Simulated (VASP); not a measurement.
Ti: single point with PBEsol

Ti:

```xyz
1
Lattice="1.9353 0.0000 0.0000 0.0000 1.9353 0.0000 0.0000 0.0000 1.9353" Properties=species:S:1:pos:R:3 pbc="T T T"
Ti    0.0000    0.0000    0.0000
```

This isn't the form of Ti at room conditions, which is hcp.

* Program: VASP 6.6.1
* Task: single point
* Functional: PBEsol
* Potentials or basis: VASP PAW PBE potentials, release 64 (Ti_sv)
* Cutoff: 520 eV
* k mesh: 19 × 19 × 19
* Occupations: fermi-dirac, width 0.1 eV
* Spin: no spin polarisation
* Dipole correction: no
* Further INCAR settings: ALGO = Normal; EDIFF = 1e-06; NBANDS = 12

```yaml
Pressure: 403.0 GPa
Band_gap_on_the_k_mesh: zero (bands 6 and 7 overlap by 7.64 eV)
```

Levels at points of the mesh, in eV from the Fermi level:
| k point | band 3 | band 4 | band 5 | band 6 | band 7 | band 8 | band 9 | band 10 |
| --- | --- | --- | --- | --- | --- | --- | --- | --- |
| (0.00, 0.00, 0.00) | -29.40 | -29.40 | -5.34 | -5.34 | -4.83 | 9.64 | 9.64 | 9.64 |

Run time: 20 s on 1 thread of Intel Xeon 8259CL, with other jobs on the host, peak memory 0.12 GiB.

Caveat: atoms lie so close that the PAW spheres overlap strongly, which falsifies energies and pressures; the cell stands under pressure; the PAW data sets were made with another functional, which shifts forces and pressure a little.
